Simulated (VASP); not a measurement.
A run of VASP 6.6.1 is set up as follows.

Contents of INCAR:

```
PREC = Accurate ; ENCUT = 520
EDIFF = 1E-6 ; ISMEAR = -1
SIGMA = 0.05 ; LREAL = F
LASPH = T ; NELM = 100
ALGO = Normal ; ISIF = 2
LWAVE = F ; LCHARG = T
GGA = CA ; LELF = T
LVHAR = T ; NBANDS = 18
```

File KPOINTS:

```
regular mesh
0
Gamma
  11 11 11
```

The input POSCAR:

```
Be3Ru
1.0
   -1.5825543000      1.5825543000      3.7486461000
    1.5825543000     -1.5825543000      3.7486461000
    1.5825543000      1.5825543000     -3.7486461000
Be Ru
3 1
Direct
    0.7500000000      0.2500000000      0.5000000000
    0.2500000000      0.7500000000      0.5000000000
    0.5000000000      0.5000000000      0.0000000000
    0.0000000000      0.0000000000      0.0000000000
```

Potentials or basis: VASP PAW LDA potentials, release 64 (Be, Ru_pv).

Run with:

```bash
$ cat potpaw_LDA.64/Be/POTCAR potpaw_LDA.64/Ru_pv/POTCAR > POTCAR
$ mpirun -np 1 vasp_std > vasp.out
```

Q: Estimate the pressure.

A: -6.9 GPa.

Q: Predict the band gap on the k mesh.

A: Zero (bands 10 and 11 overlap by 0.23 eV).

Stress tensor (GPa, compression positive):
```
-6.78  0.00  0.00
 0.00 -6.78  0.00
 0.00  0.00 -7.00
```

Caveat: the cell stands under tension.
